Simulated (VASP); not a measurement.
# NiO (Fm-3m) in VASP: single point with r2SCAN

Aim: the single point of NiO with r2SCAN.

Everything below comes from runs of VASP 6.6.1. Logs are shortened: lines on timing, memory, paths and dates and some standing lists are left out, and cuts for length are marked.

### 1 The cell of the first run

It takes space group Fm-3m (No. 225, cubic). Conventional cell: a = 4.178 Å, b = 4.178 Å, c = 4.178 Å, α = 90.00°, β = 90.00°, γ = 90.00°. Ni (site symmetry m-3m) has 6 O at 2.09 Å within 2.8 Å. Within 2.8 Å of O (site symmetry m-3m) lie 6 Ni at 2.09 Å.

### 2 Single point, r2SCAN

File POSCAR:

```
NiO
1.0
    0.0000000000      2.0891700000      2.0891700000
    2.0891700000      0.0000000000      2.0891700000
    2.0891700000      2.0891700000      0.0000000000
Ni O
1 1
Direct
    0.0000000000      0.0000000000      0.0000000000
    0.5000000000      0.5000000000      0.5000000000
```

File INCAR.step1:

```
SYSTEM = NiO
PREC = Accurate ; ENCUT = 660
ISMEAR = -1 ; SIGMA = 0.1
LREAL = .FALSE. ; LASPH = .TRUE.
NELM = 120 ; NBANDS = 15
GGA = PE ; ALGO = Normal
EDIFF = 1E-5 ; LWAVE = .TRUE.
LCHARG = .FALSE. ; GGA_COMPAT = .FALSE.
```

File INCAR.step2:

```
SYSTEM = NiO
PREC = Accurate ; ENCUT = 660
EDIFF = 1E-6 ; ISMEAR = -1
SIGMA = 0.1 ; LREAL = .FALSE.
LASPH = .TRUE. ; NELM = 120
ALGO = Normal ; ISIF = 2
LWAVE = .FALSE. ; LCHARG = .FALSE.
METAGGA = R2SCAN ; LMIXTAU = .TRUE.
NBANDS = 15 ; ISTART = 1
GGA_COMPAT = .FALSE.
```

File KPOINTS:

```
Automatic mesh
0
G
  2 2 2
  0 0 0
```

Potentials or basis: VASP PAW PBE potentials, release 64 (Ni, O).

Run with:

```
> cat potpaw_PBE.64/Ni/POTCAR potpaw_PBE.64/O/POTCAR > POTCAR
> cp INCAR.step1 INCAR
> mpirun -np 1 vasp_std > vasp.out
> cp INCAR.step2 INCAR
> mpirun -np 1 vasp_std > vasp.out
```

OUTCAR:

```text
SYSTEM = NiO
   PREC = Accurate
   ENCUT = 660
   EDIFF = 1E-6
   ISMEAR = -1
   LREAL = .FALSE.
   LASPH = .TRUE.
   NELM = 120
   ISIF = 2
   METAGGA = R2SCAN
   ISTART = 1

 ion  position               nearest neighbor table
   1  0.000  0.000  0.000-   2 2.09   2 2.09   2 2.09   2 2.09   2 2.09   2 2.09
   2  0.500  0.500  0.500-   1 2.09   1 2.09   1 2.09   1 2.09   1 2.09   1 2.09

  LATTYP: Found a face centered cubic cell.
 ALAT       =     4.1783400000

  Lattice vectors:

 A1 = (   0.0000000000,   2.0891700000,   2.0891700000)
 A2 = (   2.0891700000,   0.0000000000,   2.0891700000)
 A3 = (   2.0891700000,   2.0891700000,   0.0000000000)

Analysis of symmetry for initial positions (statically):
=====================================================================
 Subroutine PRICEL returns:
 Original cell was already a primitive cell.

 Routine SETGRP: Setting up the symmetry group for a
 face centered cubic supercell.

 Subroutine GETGRP returns: Found 48 space group operations
 (whereof 48 operations were pure point group operations)
 out of a pool of 48 trial point group operations.

The static configuration has the point symmetry O_h .

Analysis of symmetry for dynamics (positions and initial velocities):
=====================================================================
 Subroutine PRICEL returns:
 Original cell was already a primitive cell.

 Routine SETGRP: Setting up the symmetry group for a
 face centered cubic supercell.

 Subroutine GETGRP returns: Found 48 space group operations
 (whereof 48 operations were pure point group operations)
 out of a pool of 48 trial point group operations.

The dynamic configuration has the point symmetry O_h .

 Subroutine INISYM returns: Found 48 space group operations
 (whereof 48 operations are pure point group operations),
 and found     1 'primitive' translations

----------------------------------------------------------------------------------------

                                     Primitive cell

  volume of cell :      18.2369

  direct lattice vectors                    reciprocal lattice vectors
     0.000000000  2.089170000  2.089170000    -0.239329494  0.239329494  0.239329494
     2.089170000  0.000000000  2.089170000     0.239329494 -0.239329494  0.239329494
     2.089170000  2.089170000  0.000000000     0.239329494  0.239329494 -0.239329494

  length of vectors
     2.954532548  2.954532548  2.954532548     0.414530844  0.414530844  0.414530844

  position of ions in fractional coordinates (direct lattice)
     0.000000000  0.000000000  0.000000000
     0.500000000  0.500000000  0.500000000

  ion indices of the primitive-cell ions
   primitive index   ion index
                 1           1
                 2           2

----------------------------------------------------------------------------------------

 KPOINTS: Automatic mesh

Automatic generation of k-mesh.
 Grid dimensions read from file:
 generate k-points for:    2    2    2

 Generating k-lattice:

  Cartesian coordinates                     Fractional coordinates (reciprocal lattice)
    -0.119664747  0.119664747  0.119664747     0.500000000  0.000000000  0.000000000
     0.119664747 -0.119664747  0.119664747     0.000000000  0.500000000  0.000000000
     0.119664747  0.119664747 -0.119664747     0.000000000  0.000000000  0.500000000

  Length of vectors
     0.207265422  0.207265422  0.207265422

  Shift w.r.t. Gamma in fractional coordinates (k-lattice)
     0.000000000  0.000000000  0.000000000

 Subroutine IBZKPT returns following result:
 ===========================================

 Found      3 irreducible k-points:

 Following reciprocal coordinates:
            Coordinates               Weight
  0.000000  0.000000  0.000000      1.000000
  0.500000  0.000000  0.000000      4.000000
  0.500000  0.500000  0.000000      3.000000
   k-points           NKPTS =      3   k-points in BZ     NKDIM =      3   number of bands    NBANDS=     15
   number of dos      NEDOS =    301   number of ions     NIONS =      2
   total plane-waves  NPLWV =  21952
   dimension x,y,z NGX =    28 NGY =   28 NGZ =   28
   dimension x,y,z NGXF=    56 NGYF=   56 NGZF=   56
   ions per type =               1   1
   NGX,Y,Z   is equivalent  to a cutoff of  15.76, 15.76, 15.76 a.u.
   NGXF,Y,Z  is equivalent  to a cutoff of  31.51, 31.51, 31.51 a.u.
 SYSTEM =  NiO
   PREC   = accura    normal or accurate (medium, high low for compatibility)
   ISTART =      1    job   : 0-new  1-cont  2-samecut
   ICHARG =      0    charge: 1-file 2-atom 10-const
   ISPIN  =      1    spin polarized calculation?
   LNONCOLLINEAR =      F non collinear calculations
   LSORBIT =      F    spin-orbit coupling
   LASPH  =      T    aspherical Exc in radial PAW
   ENCUT  =  660.0 eV  48.51 Ry    6.96 a.u.   6.19  6.19  6.19*2*pi/ulx,y,z
   NELM   =    120;   NELMIN=  2; NELMDL=  0     # of ELM steps
   EDIFF  = 0.1E-05   stopping-criterion for ELM
   LREAL  =      F    real-space projection
   EDIFFG = 0.1E-04   stopping-criterion for IOM
   NSW    =      0    number of steps for IOM
   IBRION =     -1    ionic relax: 0-MD 1-quasi-New 2-CG
   NFREE  =      0    steps in history (QN), initial steepest desc. (CG)
   ISIF   =      2    stress and relaxation
   ISYM   =      2    0-nonsym 1-usesym 2-fastsym
   POTIM  = 0.5000    time-step for ionic-motion
   TEBEG  =    0.0;   TEEND  =   0.0 temperature during run
   PSTRESS=    0.0 pullay stress
   NELECT =      16.0000    total number of electrons
   NUPDOWN=      -1.0000    fix difference up-down
   EMIN   =  10.00;   EMAX   =-10.00  energy-range for DOS
   EFERMI =   0.00;   METHOD = LEGACY
   ISMEAR =    -1;   SIGMA  =   0.10  broadening in eV -4-tet -1-fermi 0-gaus
   EFERMI_NEDOS =   21; number of points for ismear=-14 and -15
   IALGO  =     38    algorithm
   IMIX   =      4    mixing-type and parameters
     AMIX     =   0.40;   BMIX     =  1.00
     AMIX_MAG =   1.60;   BMIX_MAG =  1.00
  volume/ion in A,a.u.               =       9.12        61.53
  Fermi-wavevector in a.u.,A,eV,Ry     =   1.567224  2.961624 33.418504  2.456191
  Thomas-Fermi vector in A             =   2.669435
   LORBIT       =      0    0 simple, 1 ext, 2 COOP (PROOUT), +10 PAW based schemes
   METAGGA = R2SCAN    functional components
   LHFCALC =     F    Hartree Fock is set to
   AEXX    =    0.0000 exact exchange contribution
   IVDW    =     0    specifies the selected vdW correction
   LEPSILON=     F    determine dielectric tensor
   LRPA    =     F    only Hartree local field effects (RPA)
 non-spin polarized calculation
  energy-cutoff  :      660.00
  volume of cell :       18.24
 maximum number of plane-waves:       725
 NGX is ok and might be reduce to    28
   NGX = 13   NGY = 13   NGZ = 13

 number of electron      15.9999997 magnetization

 Free energy of the ion-electron system (eV)
  ---------------------------------------------------
  ext. energy  EPLUGINS =         0.00000000
  ---------------------------------------------------
  free energy    TOTEN  =       -19.63399997 eV

  energy without entropy =      -19.63371422  energy(sigma->0) =      -19.63385710

 E-fermi :   8.4023     XC(G=0): -13.3507

 val. band max:        7.5412104342   @ k =   0.5000   0.5000   0.0000
 cond. band min:       9.3586620052   @ k =   0.5000   0.0000   0.0000
 fundamental gap:      1.8174515710
 Fermi energy:         8.4023175116

 k-point     1 :       0.0000    0.0000    0.0000
  band No.  band energies     occupation
      1     -13.9023      2.00000
      2       4.3497      2.00000
      3       4.3497      2.00000
      4       4.3497      2.00000
      5       5.9132      2.00000
      6       5.9132      2.00000
      7       5.9133      2.00000
      8       6.6190      2.00000
      9       6.6191      2.00000
     10       9.8427      0.00000
     11      26.2982      0.00000
     12      27.5114      0.00000
     13      27.5114      0.00000
     14      27.5114      0.00000
     15      31.4199      0.00000

 k-point     2 :       0.5000    0.0000    0.0000
  band No.  band energies     occupation
      1     -12.6144      2.00000
      2      -0.6627      2.00000
      3       2.1445      2.00000
      4       2.1445      2.00000
      5       6.7530      2.00000
      6       6.7530      2.00000
      7       7.0936      2.00000
      8       9.3587      0.00014
      9       9.3587      0.00014
     10      13.9624      0.00000
     11      18.5657      0.00000
     12      22.6875      0.00000
     13      22.6875      0.00000
     14      30.1149      0.00000
     15      34.7605      0.00000

 k-point     3 :       0.5000    0.5000    0.0000
  band No.  band energies     occupation
      1     -12.5497      2.00000
      2       0.5232      2.00000
      3       3.0680      2.00000
      4       3.0680      2.00000
      5       4.9649      2.00000
      6       6.9889      2.00000
      7       6.9889      2.00000
      8       7.0210      2.00000
      9       7.5412      1.99964
     10      14.7715      0.00000
     11      19.0817      0.00000
     12      20.7305      0.00000
     13      25.4741      0.00000
     14      25.4741      0.00000
     15      37.5689      0.00000

------------------------ aborting loop because EDIFF is reached ----------------------------------------

  FORCE on cell =-STRESS in cart. coord.  units (eV):
  Direction    XX          YY          ZZ          XY          YZ          ZX
  --------------------------------------------------------------------------------------
  -------------------------------------------------------------------------------------
  Total       -1.9660392     -1.9660392     -1.9660392     -0.0000000     -0.0000000      0.0000000
  in kB     -172.7234990   -172.7234990   -172.7234990     -0.0000000     -0.0000000      0.0000000
  external PRESSURE =    -172.7234990 kB  Pullay stress =       0.0000000 kB

 VOLUME and BASIS-vectors are now :
 -----------------------------------------------------------------------------
  energy-cutoff  :      660.00
  volume of cell :       18.24
      direct lattice vectors                 reciprocal lattice vectors
     0.000000000  2.089170000  2.089170000    -0.239329494  0.239329494  0.239329494
     2.089170000  0.000000000  2.089170000     0.239329494 -0.239329494  0.239329494
     2.089170000  2.089170000  0.000000000     0.239329494  0.239329494 -0.239329494

 POSITION                                       TOTAL-FORCE (eV/Angst)
 -----------------------------------------------------------------------------------
      0.00000      0.00000      0.00000        -0.000000      0.000000     -0.000000
      2.08917      2.08917      2.08917         0.000000     -0.000000      0.000000
 -----------------------------------------------------------------------------------
    total drift:                                0.000000      0.000000      0.000000

  FREE ENERGIE OF THE ION-ELECTRON SYSTEM (eV)
  ---------------------------------------------------
  free  energy   TOTEN  =       -19.6339999735 eV

  energy  without entropy=      -19.6337142213  energy(sigma->0) =      -19.63385710
```

Run time: 17 s. Hardware: 1 thread of Intel Xeon Platinum 8259CL at 2.50GHz (Skylake/Cascade Lake), shared host; peak memory 0.16 GiB.

What came out:

| Property | Result |
| --- | --- |
| Free energy | -19.6340 eV |
| Pressure | -17.3 GPa |
| Band gap on the k mesh | zero (bands 8 and 9 overlap by 2.74 eV) |

Caveat: the k points lie up to 1.30 Å⁻¹ apart, too coarse for converged energies and pressures of a metal; the PAW data sets were made with another functional, which shifts forces and pressure a little; the run has no spin polarisation, though such a crystal can be magnetic; semilocal functionals often make such compounds metallic where correlation or magnetic order opens a gap, which also shifts bond lengths.
